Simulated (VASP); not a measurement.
A run of VASP 6.6.1:

The input INCAR:

```
PREC     = Accurate       # precision mode
ENCUT    = 520            # plane-wave cutoff, eV
EDIFF    = 1E-7           # SCF threshold, eV
ISMEAR   = 0              # smearing method
SIGMA    = 0.15           # smearing width, eV
LREAL    = F              # projectors in reciprocal space
LASPH    = T              # aspherical terms in the spheres
NELM     = 60             # most SCF steps
ALGO     = Normal         # electronic algorithm
ISIF     = 2              # what is computed and relaxed
LWAVE    = F              # write WAVECAR
LCHARG   = F              # write CHGCAR
GGA      = PS             # functional
NBANDS   = 11             # bands
```

Contents of KPOINTS:

```
regular mesh
0
Gamma
  16 16 16
```

Contents of POSCAR:

```
HCl
1.0
    0.0000000000      2.6690625000      2.8059375000
    2.6690625000      0.0000000000      2.8059375000
    2.6690625000      2.6690625000      0.0000000000
H Cl
1 1
Direct
    0.0000000000      0.0000000000      0.0000000000
    0.5000000000      0.5000000000      0.5000000000
```

Potentials or basis: VASP PAW PBE potentials, release 64 (H, Cl).

Launch:

```bash
$ cat potpaw_PBE.64/H/POTCAR potpaw_PBE.64/Cl/POTCAR > POTCAR
$ mpirun -np 1 vasp_std > vasp.out
```

Hardware: 1 thread of Intel(R) Xeon(R) Platinum 8175M CPU @ 2.50GHz (Skylake/Cascade Lake), with other jobs on the host.

Task: How long does it take, and how much memory?

Result: It took 3 min on 1 thread of Intel(R) Xeon(R) Platinum 8175M CPU @ 2.50GHz (Skylake/Cascade Lake) (shared host), peak memory 0.26 GiB. Counts: scf iterations 14, k points 349.
